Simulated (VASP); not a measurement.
# BAs (F-43m) in VASP: further runs, part 2 of 2

VASP 6.6.1. Earlier steps stand in the parts before.

## (4) Vibrations by perturbation theory, PBEsol

This run uses another cell than the first one, of 13.55 Å³/atom, 1.027 times its volume.

Contents of INCAR:

```
PREC = Accurate
ENCUT = 520
EDIFF = 1E-8
ISMEAR = 0
SIGMA = 0.01
LREAL = F
LASPH = T
NELM = 80
ALGO = Normal
ISIF = 2
LWAVE = F
LCHARG = F
GGA = PS
NBANDS = 11
IBRION = 8
NSW = 1
LEPSILON = T
```

Contents of KPOINTS:

```
Automatic mesh
0
Gamma
  10 10 10
```

Contents of POSCAR:

```
BAs
1.0
    0.0000000000      2.3839378997      2.3839378997
    2.3839378997      0.0000000000      2.3839378997
    2.3839378997      2.3839378997      0.0000000000
B As
1 1
Direct
    0.0000000000      0.0000000000      0.0000000000
    0.2500000000      0.2500000000      0.2500000000
```

Potentials or basis: VASP PAW PBE potentials, release 64 (B, As).

Launch:

```bash
cat potpaw_PBE.64/B/POTCAR potpaw_PBE.64/As/POTCAR > POTCAR
mpirun -np 1 vasp_std > vasp.out
```

OUTCAR:

```text
PREC = Accurate
   ENCUT = 520
   EDIFF = 1E-8
   ISMEAR = 0
   LREAL = F
   LASPH = T
   NELM = 80
   ISIF = 2
   GGA = PS
   IBRION = 8
   NSW = 1
   LEPSILON = T

 ion  position               nearest neighbor table
   1  0.000  0.000  0.000-   2 2.06   2 2.06   2 2.06   2 2.06
   2  0.250  0.250  0.250-   1 2.06   1 2.06   1 2.06   1 2.06

  LATTYP: Found a face centered cubic cell.
 ALAT       =     4.7678757994

  Lattice vectors:

 A1 = (   0.0000000000,   2.3839378997,   2.3839378997)
 A2 = (   2.3839378997,   0.0000000000,   2.3839378997)
 A3 = (   2.3839378997,   2.3839378997,   0.0000000000)

Analysis of symmetry for initial positions (statically):
=====================================================================
 Subroutine PRICEL returns:
 Original cell was already a primitive cell.

 Routine SETGRP: Setting up the symmetry group for a
 face centered cubic supercell.

 Subroutine GETGRP returns: Found 24 space group operations
 (whereof 24 operations were pure point group operations)
 out of a pool of 48 trial point group operations.

The static configuration has the point symmetry T_d .

Analysis of symmetry for dynamics (positions and initial velocities):
=====================================================================
 Subroutine PRICEL returns:
 Original cell was already a primitive cell.

 Routine SETGRP: Setting up the symmetry group for a
 face centered cubic supercell.

[... 594 lines left out ...]

 PIEZOELECTRIC TENSOR (including local field effects)  for field in x, y, z        (C/m^2)
          XX          YY          ZZ          XY          YZ          ZX
  --------------------------------------------------------------------------------
  x     0.00000     0.00000    -0.00000     0.00000     0.09685     0.00000
  y    -0.00000    -0.00000    -0.00000     0.00000     0.00000     0.09685
  z    -0.00000     0.00000     0.00000     0.09685     0.00000     0.00000

 BORN EFFECTIVE CHARGES (including local field effects) (in |e|, cummulative output)
 ---------------------------------------------------------------------------------
 ion    1
    1    -0.52362     0.00000     0.00000
    2    -0.00000    -0.52362     0.00000
    3     0.00000     0.00000    -0.52362
 ion    2
    1     0.52362    -0.00000     0.00000
    2     0.00000     0.52362    -0.00000
    3     0.00000     0.00000     0.52362

 INTERNAL STRAIN TENSOR FOR ION    2 for displacements in x,y,z  (eV/Angst):
          X           Y           Z          XY          YZ          ZX
  --------------------------------------------------------------------------------
  x    -0.00000     0.00000     0.00000     0.00000    -7.40726     0.00000
  y     0.00000     0.00000     0.00000     0.00000     0.00000    -7.40726
  z     0.00000     0.00000    -0.00000    -7.40726     0.00000     0.00000

 SECOND DERIVATIVES (NOT SYMMETRIZED)
 ------------------------------------
               1X          1Y          1Z          2X          2Y          2Z
  1X   -16.830975    0.000000    0.000000   16.830975    0.000000    0.000000
  1Y     0.000000  -16.830975    0.000000    0.000000   16.830975    0.000000
  1Z     0.000000    0.000000  -16.830975    0.000000    0.000000   16.830975
  2X    16.835711    0.000000    0.000000  -16.835711    0.000000    0.000000
  2Y     0.000000   16.835711    0.000000    0.000000  -16.835711    0.000000
  2Z     0.000000    0.000000   16.835711    0.000000    0.000000  -16.835711

 Eigenvectors and eigenvalues of the dynamical matrix
 ----------------------------------------------------

   1 f  =   20.866493 THz   131.108042 2PiTHz  696.031285 cm-1    86.296842 meV
             X         Y         Z           dx          dy          dz
      0.000000  0.000000  0.000000     0.000000    0.934809    0.000000
      1.191969  1.191969  1.191969     0.000000   -0.355150    0.000000
[... 21 lines left out ...]
   6 f/i=    0.000974 THz     0.006123 2PiTHz    0.032505 cm-1     0.004030 meV
             X         Y         Z           dx          dy          dz
      0.000000  0.000000  0.000000     0.000000    0.000000   -0.355150
      1.191969  1.191969  1.191969     0.000000    0.000000   -0.934809

--------------------------------------------------------------------------------------------------------

 MACROSCOPIC STATIC DIELECTRIC TENSOR IONIC CONTRIBUTION
 ------------------------------------------------------
           0.108773     0.000000     0.000000
           0.000000     0.108773     0.000000
           0.000000     0.000000     0.108773
 ------------------------------------------------------

 ELASTIC MODULI CONTR FROM IONIC RELAXATION (kBar)
 Direction    XX          YY          ZZ          XY          YZ          ZX
 --------------------------------------------------------------------------------
 XX          -0.0000     -0.0000     -0.0000     -0.0000     -0.0000     -0.0000
 YY          -0.0000     -0.0000     -0.0000     -0.0000     -0.0000     -0.0000
 ZZ          -0.0000     -0.0000     -0.0000     -0.0000     -0.0000     -0.0000
 XY          -0.0000     -0.0000     -0.0000   -201.5228     -0.0000     -0.0000
 YZ          -0.0000     -0.0000     -0.0000     -0.0000   -201.5228     -0.0000
 ZX          -0.0000     -0.0000     -0.0000     -0.0000     -0.0000   -201.5228
 --------------------------------------------------------------------------------

 PIEZOELECTRIC TENSOR IONIC CONTR  for field in x, y, z        (C/m^2)
          XX          YY          ZZ          XY          YZ          ZX
  --------------------------------------------------------------------------------
  x    -0.00000    -0.00000    -0.00000    -0.00000    -0.13931    -0.00000
  y    -0.00000    -0.00000    -0.00000    -0.00000    -0.00000    -0.13931
  z    -0.00000    -0.00000    -0.00000    -0.13931    -0.00000    -0.00000
```

OSZICAR:

```text
N       E                     dE             d eps       ncg     rms          rms(c)
DAV:   1     0.108697577548E+02    0.10870E+02   -0.37137E+03  1034   0.634E+02
DAV:   2    -0.121356420364E+02   -0.23005E+02   -0.21773E+02  1416   0.103E+02
DAV:   3    -0.128201815969E+02   -0.68454E+00   -0.68266E+00  1310   0.165E+01
DAV:   4    -0.128219860990E+02   -0.18045E-02   -0.18044E-02  1128   0.924E-01
[... 134 lines left out ...]
RMM:   6    -0.367185535939E-01    0.48685E-06    0.23855E-06  6607   0.593E-04    0.185E-04
RMM:   7    -0.367175885329E-01    0.96506E-06    0.41617E-07  6712   0.137E-04    0.390E-05
RMM:   8    -0.367175501022E-01    0.38431E-07    0.61290E-08  6889   0.214E-05    0.183E-05
RMM:   9    -0.367176374888E-01   -0.87387E-07    0.10465E-08  6790   0.124E-05    0.148E-06
RMM:  10    -0.367176320187E-01    0.54701E-08    0.28187E-09  5466   0.879E-07    0.842E-07
 Linear response finished
```

stdout:

```text
POSCAR found type information on POSCAR B As
 POSCAR found :  2 types and       2 ions
 scaLAPACK will be used
 -----------------------------------------------------------------------------
|                                                                             |
|                                                                             |
|     You enforced a specific xc type in the INCAR file but a different       |
[... 39 lines left out ...]
 force on displaced ion       1 direction 1 : -16.831   0.000   0.000
 Born effective charge ion    1 direction 1 :  -0.534   0.000   0.000
 Linear response progress:
 first order change of Fermi-energy   0.12074E+00
 force on displaced ion       2 direction 1 : -16.836  -0.000  -0.000
 Born effective charge ion    2 direction 1 :   0.509   0.000   0.000
 Born effective charges drift removed
 Linear response finished
```

Run time: 13 min. Hardware: 1 thread of AMD EPYC 7R13, shared host; peak memory 0.25 GiB.

What came out:

```
Electronic dielectric tensor (diagonal)                 : 9.97
Born charges (mean of the diagonal)                     : B -0.52; As +0.52 e
Highest phonon frequency at Γ, LO-TO splitting left out : 696 cm⁻¹
```

Phonon frequencies in cm⁻¹ (negative: imaginary):
| q point | frequencies |
| --- | --- |
| (0.000, 0.000, 0.000) | 0 0 0 696 696 696 |

Electronic dielectric tensor:
```
9.97 0.00 0.00
0.00 9.97 0.00
0.00 0.00 9.97
```

Born effective charge tensors (e):
atom 1, B
```
-0.52  0.00  0.00
 0.00 -0.52  0.00
 0.00  0.00 -0.52
```
atom 2, As
```
0.52 0.00 0.00
0.00 0.52 0.00
0.00 0.00 0.52
```

Caveat: the PAW data sets were made with another functional, which shifts forces and pressure a little.
